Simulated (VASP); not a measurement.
Nb:

```xyz
2
Lattice="2.9398 0.0000 0.0000 -1.4699 2.5459 0.0000 0.0000 0.0000 4.8016" Properties=species:S:1:pos:R:3 pbc="T T T"
Nb    0.0000    1.6973    3.6012
Nb    1.4699    0.8486    1.2004
```

- Program: VASP 6.6.1
- Task: relaxation of cell and atoms
- Functional: PBE
- Potentials or basis: VASP PAW PBE potentials, release 64 (Nb_sv)
- Cutoff: 600 eV
- k mesh: 8 × 8 × 4
- Occupations: gaussian, width 0.05 eV
- Spin: no spin polarisation

At the start: pressure 6.7 GPa; volume 17.97 Å³/atom.

Q: Where does the relaxation end?

A: Over 13 steps the energy falls by 50.9 meV/atom and the volume is 18.74 Å³/atom (+4.3 %); space group P6_3/mmc (No. 194, to 0.05 Å).

Step by step:
```
step  energy change (eV)  largest force (eV/Å)  pressure (GPa)  volume (Å³)
   1              0.0000                0.0000            6.66        35.94
   2              0.0183                0.0000           -9.75        39.94
   3             -0.0451                0.0000           -1.72        37.67
   4             -0.0810                0.0000           -0.72        37.51
   5             -0.0306                0.0000            3.90        36.77
   6             -0.0979                0.0000            0.32        37.33
   7             -0.1009                0.0000            0.77        37.25
   8             -0.0997                0.0000            1.34        37.16
   9             -0.1013                0.0000            0.94        37.22
  10             -0.1012                0.0000            1.00        37.21
  11             -0.0979                0.0000           -1.68        37.88
  12             -0.1018                0.0000            0.24        37.39
  13             -0.1019                0.0000           -0.14        37.47
```

Final structure:
```cif
data_structure
_symmetry_space_group_name_H-M 'P 1'
_symmetry_Int_Tables_number 1
_cell_length_a 2.8719
_cell_length_b 2.8719
_cell_length_c 5.2461
_cell_angle_alpha 90.000
_cell_angle_beta 90.000
_cell_angle_gamma 120.000
_cell_volume 37.47
loop_
_atom_site_label
_atom_site_type_symbol
_atom_site_fract_x
_atom_site_fract_y
_atom_site_fract_z
_atom_site_occupancy
Nb1 Nb 0.33333 0.66667 0.75000 1
Nb2 Nb 0.66667 0.33333 0.25000 1
```
